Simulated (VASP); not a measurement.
Input of a VASP 6.6.1 run:

Contents of INCAR:

```
SYSTEM = H23NO10
PREC     = Accurate       ! precision mode
ENCUT    = 520            ! plane-wave cutoff, eV
EDIFF    = 1E-6           ! SCF threshold, eV
ISMEAR   = -1             ! smearing method
SIGMA    = 0.02           ! smearing width, eV
LREAL    = Auto         
LASPH    = .True.         ! aspherical terms in the spheres
NELM     = 60             ! most SCF steps
ALGO     = Normal         ! electronic algorithm
ISIF     = 2              ! what is computed and relaxed
LWAVE    = .False.        ! write WAVECAR
LCHARG   = .False.        ! write CHGCAR
GGA      = PS             ! functional
NBANDS   = 67             ! bands
```

The input KPOINTS:

```
Automatic mesh
0
Gamma
  1 1 1
  0 0 0
```

POSCAR

```
H23NO10
1.0
    6.9726830000      0.0000000000      0.0000000000
    0.0000000000      6.9726830000      0.0000000000
    0.0000000000      0.0000000000      6.9726830000
O H N
10 23 1
Direct
    0.7093539173      0.8230691113      0.2930435816
    0.4113911388      0.8111655155      0.0497943188
    0.8364212169      0.1606268347      0.1236109543
    0.6985259476      0.0806863011      0.5749580183
    1.0197222504      0.6549415770      0.8280743582
    0.2244329765      0.9907090284      0.4014810368
    0.5213918373      0.3785486878      0.6830225897
    0.2130313396      0.3359538932      0.9004998506
    0.3212680112      0.3599618683      0.3606789524
    0.4448359405      0.7277399532      0.6719651532
    0.5740258090      0.7877312076      0.2526430644
    0.7395144738      0.9341884609      0.2089583020
    0.3165209145      0.9074699079      0.0527200218
    0.3989855842      0.7576136761     -0.0810161598
    0.7783517478      0.1629358455     -0.0035854204
    0.9707454075      0.1070463120      0.1035182583
    0.6986693644     -0.0113872952      0.4510745720
    0.6390796771     -0.0305477820      0.6542675180
    0.8789586448      0.6662858472      0.8701958773
    1.0133545437      0.6451175251      0.6726822372
    0.2485556851      1.1301388576      0.3802983730
    0.1035469417      1.0053949104      0.4752546473
    0.4186193464      0.3734430491      0.7786672648
    0.6060938092      0.2683902308      0.6804841121
    0.1116356502      0.4403039691      0.9142248400
    0.1544455699      0.2324069515      0.8238722454
    0.3908825340      0.3420491079      0.2397929176
    0.4367042070      0.3444441688      0.4565387527
    0.4907866886      0.6004288450      0.6474552192
    0.3521599935      0.7786959482      0.5800636570
    1.0965076141      0.7313683986      0.3708615464
    1.0930512688      0.4948023594      0.4078344018
    0.8983772817      0.6085892618      0.3747194588
    1.0240534383      0.6205215410      0.4418241873
```

Potentials or basis: VASP PAW PBE potentials, release 64 (O, H, N).

Run with:

```bash
$ cat potpaw_PBE.64/O/POTCAR potpaw_PBE.64/H/POTCAR potpaw_PBE.64/N/POTCAR > POTCAR
$ mpirun -np 1 vasp_gam > vasp.out
```

(1) Predict the largest force.

(2) What does it give for the pressure?

Answers

(1) 3.271 eV/Å.

(2) -0.5 GPa.

Caveat: the k points lie up to 0.90 Å⁻¹ apart; the PAW data sets were made with another functional, which shifts forces and pressure a little.
